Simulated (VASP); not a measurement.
# Bi2Se3 (I4mm) in VASP: a series of runs

Bi2Se3 is run at these levels: PBE; tasks: relaxation of cell and atoms, single point.

Everything below comes from runs of VASP 6.6.1. Logs are shortened: lines on timing, memory, paths and dates and some standing lists are left out, and cuts for length are marked.

## 1. The cell of the first run

The structure is tetragonal, space group I4mm (No. 107). Conventional cell: a = 5.705 Å, b = 5.705 Å, c = 8.924 Å, α = 90.00°, β = 90.00°, γ = 90.00°. Bi (site symmetry 2mm) has 2 Se at 2.00 to 2.46 Å within 2.6 Å. Se (site symmetry 2mm) has 2 Bi at 2.00 to 2.46 Å within 2.6 Å. Se (site symmetry 4mm) has 4 Se at 2.85 Å and 8 Bi at 3.47 to 3.79 Å within 3.8 Å.

## 2. Relaxation of cell and atoms, PBE

INCAR

```
PREC = Accurate ; ENCUT = 600
EDIFF = 1E-6 ; ISMEAR = 0
SIGMA = 0.1 ; LREAL = False
LASPH = True ; NELM = 100
ALGO = Normal ; ISIF = 3
LWAVE = False ; LCHARG = False
GGA = PE ; IBRION = 2
NSW = 90 ; EDIFFG = -0.04
```

KPOINTS

```
Automatic mesh
0
Gamma
  4 4 4
```

POSCAR

```
Bi2Se3
1.0
   -2.8524814000      2.8524814000      4.4617793600
    2.8524814000     -2.8524814000      4.4617793600
    2.8524814000      2.8524814000     -4.4617793600
Bi Se
2 3
Direct
    0.4144850200      0.9144850200      0.5000000000
    0.9144850200      0.4144850200      0.5000000000
    0.6385931700      0.1385931700      0.5000000000
    0.1385931700      0.6385931700      0.5000000000
    0.1349532700      0.1349532700      0.0000000000
```

Potentials or basis: VASP PAW PBE potentials, release 64 (Bi_d, Se).

Command:

```console
cat potpaw_PBE.64/Bi_d/POTCAR potpaw_PBE.64/Se/POTCAR > POTCAR
mpirun -np 1 vasp_std > vasp.out
```

OUTCAR:

```text
PREC = Accurate
   ENCUT = 600
   EDIFF = 1E-6
   ISMEAR = 0
   LREAL = False
   LASPH = True
   NELM = 100
   ISIF = 3
   GGA = PE
   IBRION = 2
   NSW = 90
   EDIFFG = -0.04

 ion  position               nearest neighbor table
   1  0.414  0.914  0.500-   3 2.00   4 2.46
   2  0.914  0.414  0.500-   4 2.00   3 2.46
   3  0.639  0.139  0.500-   1 2.00   2 2.46
   4  0.139  0.639  0.500-   2 2.00   1 2.46
   5  0.135  0.135  0.000-

  LATTYP: Found a body centered tetragonal cell.
 ALAT       =     5.7049628000
 C/A-ratio  =     1.5641747427

  Lattice vectors:

 A1 = (  -2.8524814000,   2.8524814000,   4.4617793600)
 A2 = (   2.8524814000,  -2.8524814000,   4.4617793600)
 A3 = (   2.8524814000,   2.8524814000,  -4.4617793600)

Analysis of symmetry for initial positions (statically):
=====================================================================
 Subroutine PRICEL returns:
 Original cell was already a primitive cell.

 Routine SETGRP: Setting up the symmetry group for a
 body centered tetragonal supercell.

 Subroutine GETGRP returns: Found  8 space group operations
 (whereof  8 operations were pure point group operations)
 out of a pool of 16 trial point group operations.

The static configuration has the point symmetry C_4v.

Analysis of symmetry for dynamics (positions and initial velocities):
=====================================================================
 Subroutine PRICEL returns:
 Original cell was already a primitive cell.

 Routine SETGRP: Setting up the symmetry group for a
 body centered tetragonal supercell.

 Subroutine GETGRP returns: Found  8 space group operations
 (whereof  8 operations were pure point group operations)
 out of a pool of 16 trial point group operations.

The dynamic configuration has the point symmetry C_4v.

 Subroutine INISYM returns: Found  8 space group operations
 (whereof  8 operations are pure point group operations),
 and found     1 'primitive' translations

----------------------------------------------------------------------------------------

                                     Primitive cell

  volume of cell :     145.2158

  direct lattice vectors                    reciprocal lattice vectors
    -2.852481400  2.852481400  4.461779360     0.000000000  0.175285981  0.112062915
     2.852481400 -2.852481400  4.461779360     0.175285981  0.000000000  0.112062915
     2.852481400  2.852481400 -4.461779360     0.175285981  0.175285981  0.000000000

  length of vectors
     6.015045746  6.015045746  6.015045746     0.208046322  0.208046322  0.247891811

  position of ions in fractional coordinates (direct lattice)
     0.414485020  0.914485020  0.500000000
     0.914485020  0.414485020  0.500000000
     0.638593170  0.138593170  0.500000000
     0.138593170  0.638593170  0.500000000
     0.134953270  0.134953270  0.000000000

  ion indices of the primitive-cell ions
   primitive index   ion index
                 1           1
                 2           2
                 3           3
                 4           4
                 5           5

----------------------------------------------------------------------------------------

 KPOINTS: Automatic mesh

Automatic generation of k-mesh.
 Grid dimensions read from file:
 generate k-points for:    4    4    4

 Generating k-lattice:

  Cartesian coordinates                     Fractional coordinates (reciprocal lattice)
     0.000000000  0.043821495  0.028015729     0.250000000  0.000000000 -0.000000000
     0.043821495  0.000000000  0.028015729     0.000000000  0.250000000 -0.000000000
     0.043821495  0.043821495  0.000000000     0.000000000  0.000000000  0.250000000

  Length of vectors
     0.052011580  0.052011580  0.061972953

  Shift w.r.t. Gamma in fractional coordinates (k-lattice)
     0.000000000  0.000000000  0.000000000

 Subroutine IBZKPT returns following result:
 ===========================================

 Found     13 irreducible k-points:

 Following reciprocal coordinates:
            Coordinates               Weight
  0.000000  0.000000  0.000000      1.000000
  0.250000 -0.000000  0.000000      8.000000
  0.500000 -0.000000  0.000000      4.000000
  0.250000  0.250000  0.000000      8.000000
  0.500000  0.250000  0.000000     16.000000
 -0.250000  0.250000  0.000000      4.000000
  0.500000  0.500000  0.000000      2.000000
  0.250000  0.250000  0.250000      2.000000
 -0.250000  0.250000  0.250000      4.000000
  0.500000  0.500000  0.250000      4.000000
 -0.250000  0.500000  0.250000      8.000000
 -0.250000 -0.250000  0.250000      2.000000
  0.500000  0.500000  0.500000      1.000000
   k-points           NKPTS =     13   k-points in BZ     NKDIM =     13   number of bands    NBANDS=     28
   number of dos      NEDOS =    301   number of ions     NIONS =      5
   total plane-waves  NPLWV = 110592
   dimension x,y,z NGX =    48 NGY =   48 NGZ =   48
   dimension x,y,z NGXF=    96 NGYF=   96 NGZF=   96
   ions per type =               2   3
   NGX,Y,Z   is equivalent  to a cutoff of  13.27, 13.27, 13.27 a.u.
   NGXF,Y,Z  is equivalent  to a cutoff of  26.53, 26.53, 26.53 a.u.
 SYSTEM =  unknown system
   PREC   = accura    normal or accurate (medium, high low for compatibility)
   ISTART =      0    job   : 0-new  1-cont  2-samecut
   ICHARG =      2    charge: 1-file 2-atom 10-const
   ISPIN  =      1    spin polarized calculation?
   LNONCOLLINEAR =      F non collinear calculations
   LSORBIT =      F    spin-orbit coupling
   LASPH  =      T    aspherical Exc in radial PAW
   ENCUT  =  600.0 eV  44.10 Ry    6.64 a.u.  12.01 12.01 12.01*2*pi/ulx,y,z
   NELM   =    100;   NELMIN=  2; NELMDL= -5     # of ELM steps
   EDIFF  = 0.1E-05   stopping-criterion for ELM
   LREAL  =      F    real-space projection
   EDIFFG = -.4E-01   stopping-criterion for IOM
   NSW    =     90    number of steps for IOM
   IBRION =      2    ionic relax: 0-MD 1-quasi-New 2-CG
   NFREE  =      1    steps in history (QN), initial steepest desc. (CG)
   ISIF   =      3    stress and relaxation
   ISYM   =      2    0-nonsym 1-usesym 2-fastsym
   POTIM  = 0.5000    time-step for ionic-motion
   TEBEG  =    0.0;   TEEND  =   0.0 temperature during run
   PSTRESS=    0.0 pullay stress
   NELECT =      48.0000    total number of electrons
   NUPDOWN=      -1.0000    fix difference up-down
   EMIN   =  10.00;   EMAX   =-10.00  energy-range for DOS
   EFERMI =   0.00;   METHOD = LEGACY
   ISMEAR =     0;   SIGMA  =   0.10  broadening in eV -4-tet -1-fermi 0-gaus
   EFERMI_NEDOS =   21; number of points for ismear=-14 and -15
   IALGO  =     38    algorithm
   IMIX   =      4    mixing-type and parameters
     AMIX     =   0.40;   BMIX     =  1.00
     AMIX_MAG =   1.60;   BMIX_MAG =  1.00
  volume/ion in A,a.u.               =      29.04       195.99
  Fermi-wavevector in a.u.,A,eV,Ry     =   1.131924  2.139027 17.432496  1.281252
  Thomas-Fermi vector in A             =   2.268624
   LORBIT       =      0    0 simple, 1 ext, 2 COOP (PROOUT), +10 PAW based schemes
   GGA     = PE    functional components
   LHFCALC =     F    Hartree Fock is set to
   AEXX    =    0.0000 exact exchange contribution
   IVDW    =     0    specifies the selected vdW correction
   LEPSILON=     F    determine dielectric tensor
   LRPA    =     F    only Hartree local field effects (RPA)
 conjugate gradient relaxation of ions
 non-spin polarized calculation
 Gauss-broadening in eV      SIGMA  =   0.10
  energy-cutoff  :      600.00
  volume of cell :      145.22
 maximum number of plane-waves:      4870
   NGX = 23   NGY = 23   NGZ = 23

--------------------------------------- Ionic step        1  -------------------------------------------

 number of electron      47.9999997 magnetization

 Free energy of the ion-electron system (eV)
  ---------------------------------------------------
  ext. energy  EPLUGINS =         0.00000000
  ---------------------------------------------------
  free energy    TOTEN  =        -5.13479571 eV

  energy without entropy =       -5.10471965  energy(sigma->0) =       -5.11975768

------------------------ aborting loop because EDIFF is reached ----------------------------------------

  FORCE on cell =-STRESS in cart. coord.  units (eV):
  Direction    XX          YY          ZZ          XY          YZ          ZX
  --------------------------------------------------------------------------------------
  -------------------------------------------------------------------------------------
  Total        0.8547709      0.8547709    106.9151833      0.0000000     -0.0000000      0.0000000
  in kB        9.4307582      9.4307582   1179.6040182      0.0000000     -0.0000000      0.0000000
  external PRESSURE =     399.4885115 kB  Pullay stress =       0.0000000 kB
[... 98 lines left out ...]
  FREE ENERGIE OF THE ION-ELECTRON SYSTEM (eV)
  ---------------------------------------------------
  free  energy   TOTEN  =        -0.4467355701 eV

  energy  without entropy=       -0.4345255251  energy(sigma->0) =       -0.44063055

 E-fermi :  -0.5132     XC(G=0):  -5.8400

 val. band max:       -0.5348051360   @ k =   0.5000   0.5000   0.0000
 cond. band min:      -0.4093928509   @ k =   0.5000   0.2500   0.0000
 fundamental gap:      0.1254122851
 Fermi energy:        -0.5131852739

 k-point     1 :       0.0000    0.0000    0.0000
  band No.  band energies     occupation
      1     -23.6277      2.00000
      2     -23.4709      2.00000
      3     -23.4068      2.00000
      4     -23.3693      2.00000
      5     -23.3665      2.00000
      6     -23.3586      2.00000
[... 392 lines left out ...]
     27       2.1051      0.00000
     28       2.1051      0.00000

[... ionic steps 4 to 38 ...]

--------------------------------------- Ionic step       39  -------------------------------------------

 number of electron      48.0000003 magnetization

------------------------ aborting loop because EDIFF is reached ----------------------------------------

  FORCE on cell =-STRESS in cart. coord.  units (eV):
  Direction    XX          YY          ZZ          XY          YZ          ZX
  --------------------------------------------------------------------------------------
  -------------------------------------------------------------------------------------
  Total        0.5390166      0.5390166      1.4339958      0.0000000      0.0000000      0.0000000
  in kB        5.4654271      5.4654271     14.5401814      0.0000000      0.0000000      0.0000000
  external PRESSURE =       8.4903452 kB  Pullay stress =       0.0000000 kB
[... 63 lines left out ...]
  energy  without entropy=      -17.3629073164  energy(sigma->0) =      -17.37732738

--------------------------------------- Ionic step       41  -------------------------------------------

 number of electron      47.9999997 magnetization

 Free energy of the ion-electron system (eV)
  ---------------------------------------------------
  ext. energy  EPLUGINS =         0.00000000
  ---------------------------------------------------
  free energy    TOTEN  =       -17.39285086 eV

  energy without entropy =      -17.36396476  energy(sigma->0) =      -17.37840781

 E-fermi :   3.6401     XC(G=0):  -8.9059

 val. band max:        3.6349805604   @ k =   0.5000   0.2500   0.0000
 cond. band min:       3.6891523404   @ k =   0.2500   0.2500   0.2500
 fundamental gap:      0.0541717800
 Fermi energy:         3.6401054875

 k-point     1 :       0.0000    0.0000    0.0000
  band No.  band energies     occupation
      1     -19.2354      2.00000
      2     -19.1907      2.00000
      3     -19.1893      2.00000
      4     -19.1754      2.00000
      5     -19.1754      2.00000
      6     -19.1540      2.00000
[... 424 lines left out ...]
  FREE ENERGIE OF THE ION-ELECTRON SYSTEM (eV)
  ---------------------------------------------------
  free  energy   TOTEN  =       -17.3928508552 eV

  energy  without entropy=      -17.3639647576  energy(sigma->0) =      -17.37840781

 reached required accuracy - stopping structural energy minimisation
```

Wall time 17 min (1 thread of Intel Xeon 6975P-C (Granite Rapids), shared host); peak memory 0.37 GiB.

Results:

```yaml
Free_energy: -17.3929 eV
Relaxed_volume: 32.16 Å³/atom
Relaxed_cell: a = 6.954 Å, b = 6.954 Å, c = 6.954 Å, α = 135.88°, β = 135.88°, γ = 64.16°
Space_group_after_relaxing_to_0.05_Å: I4mm (No. 107)
Energy_gained_by_relaxing: 2451.6 meV/atom
Ionic_steps: 41
Pressure_after_relaxing: 0.1 GPa
Largest_force_after_relaxing: 0.028 eV/Å
Band_gap_on_the_k_mesh: zero (band 24 reaches 3.91 eV, above the bottom of band 25 at 3.58 eV)
```

Forces on the atoms (eV/Å):
```
Bi   0.000  0.000 -0.003
Bi   0.000  0.000 -0.003
Se   0.000  0.000 -0.011
Se   0.000  0.000 -0.011
Se   0.000  0.000  0.028
```

Step by step:
| step | energy change (eV) | largest force (eV/Å) | pressure (GPa) | volume (Å³) |
| --- | --- | --- | --- | --- |
| 1 | 0.0000 | 16.1941 | 39.95 | 145.22 |
| 3 | 4.6881 | 33.0893 | 16.42 | 301.98 |
| 5 | 0.5646 | 7.0891 | -9.47 | 350.80 |
| 7 | -0.7869 | 13.1659 | -1.81 | 332.54 |
| 9 | -6.4961 | 12.2157 | 7.54 | 265.45 |
| 11 | -10.2991 | 1.4416 | -3.50 | 268.41 |
| 13 | -10.3631 | 1.2122 | -4.76 | 269.02 |
| 15 | -11.4601 | 0.8540 | -2.84 | 232.10 |
| 17 | -12.0290 | 0.9667 | 1.52 | 188.98 |
| 19 | -12.1041 | 0.1992 | 0.94 | 186.34 |
| 21 | -12.1279 | 0.0451 | -0.21 | 191.16 |
| 23 | -12.1316 | 0.1051 | -0.19 | 190.99 |
| 25 | -12.1375 | 0.2095 | -0.07 | 189.86 |
| 27 | -12.1600 | 0.1178 | -0.15 | 186.35 |
| 29 | -12.2107 | 0.2776 | -0.26 | 171.96 |
| 31 | -12.2023 | 0.3803 | 0.54 | 169.94 |
| 33 | -12.2142 | 0.4073 | 1.95 | 156.48 |
| 35 | -12.2310 | 0.3349 | 1.42 | 158.48 |
| 37 | -12.2412 | 0.0868 | 0.91 | 156.86 |
| 39 | -12.2494 | 0.1195 | 0.85 | 158.01 |
| 41 | -12.2581 | 0.0282 | 0.13 | 160.78 |

Final structure:
```cif
data_structure
_symmetry_space_group_name_H-M 'P 1'
_symmetry_Int_Tables_number 1
_cell_length_a 6.9544
_cell_length_b 6.9544
_cell_length_c 6.9544
_cell_angle_alpha 135.881
_cell_angle_beta 135.881
_cell_angle_gamma 64.164
_cell_volume 160.78
loop_
_atom_site_label
_atom_site_type_symbol
_atom_site_fract_x
_atom_site_fract_y
_atom_site_fract_z
_atom_site_occupancy
Bi1 Bi 0.38702 0.88702 0.50000 1
Bi2 Bi 0.88702 0.38702 0.50000 1
Se1 Se 0.65900 0.15900 0.50000 1
Se2 Se 0.15900 0.65900 0.50000 1
Se3 Se 0.14908 0.14908 0.00000 1
```

Caveat: the k points lie up to 0.43 Å⁻¹ apart in the final cell; spin-orbit coupling is left out, which moves the levels of the heavy elements.

## 3. Single point, PBE

This run uses another cell than the first one, of 32.36 Å³/atom, 1.114 times its volume.

INCAR

```
SYSTEM = Bi2Se3
ALGO = Normal
EDIFF = 1E-6
ENCUT = 520
GGA = PE
ISIF = 2
ISMEAR = 0
LASPH = .True.
LCHARG = .False.
LREAL = .False.
LWAVE = .False.
NBANDS = 32
NELM = 100
PREC = Accurate
SIGMA = 0.01
```

KPOINTS

```
k-points
0
Gamma
  10 10 10
  0 0 0
```

POSCAR

```
Bi2Se3
1.0
   -2.5377352566      2.5377352566      6.2803131089
    2.5377352566     -2.5377352566      6.2803131089
    2.5377352566      2.5377352566     -6.2803131089
Bi Se
2 3
Direct
    0.4123653380      0.9123653380      0.5000000000
    0.9123653380      0.4123653380      0.5000000000
    0.6264527161      0.1264527161      0.5000000000
    0.1264527161      0.6264527161      0.5000000000
    0.1634735419      0.1634735419      0.0000000000
```

Potentials or basis: VASP PAW PBE potentials, release 64 (Bi_d, Se).

Command:

```console
cat potpaw_PBE.64/Bi_d/POTCAR potpaw_PBE.64/Se/POTCAR > POTCAR
mpirun -np 1 vasp_std > vasp.out
```

Wall time 9.2 min (1 thread of Intel Xeon 6975P-C (Granite Rapids), shared host); peak memory 0.66 GiB.

Results (log left out):

```
Free energy            : -17.5932 eV
Pressure               : 0.0 GPa
Largest force          : 0.005 eV/Å
Band gap on the k mesh : zero (band 24 reaches 3.94 eV, above the bottom of band 25 at 3.76 eV)
```

Forces in eV/Å, atoms in the order of the input:
```
Bi   0.000  0.000 -0.005
Bi   0.000  0.000 -0.005
Se   0.000  0.000  0.004
Se   0.000  0.000  0.004
Se   0.000  0.000  0.001
```

Levels at points of the mesh, in eV from the Fermi level:
```csv
k point,band 22,band 23,band 24,band 25,band 26,band 27
"(0.00, 0.00, 0.00)",-0.93,-0.89,-0.89,2.17,2.91,2.91
"(0.50, 0.00, 0.00)",-0.73,-0.18,-0.05,0.02,0.19,0.52
"(0.50, 0.50, 0.00)",-1.46,-0.64,-0.51,0.16,0.55,1.08
"(0.50, 0.50, 0.50)",-1.82,-0.64,-0.64,0.98,2.41,2.41
```

Caveat: spin-orbit coupling is left out, which moves the levels of the heavy elements.
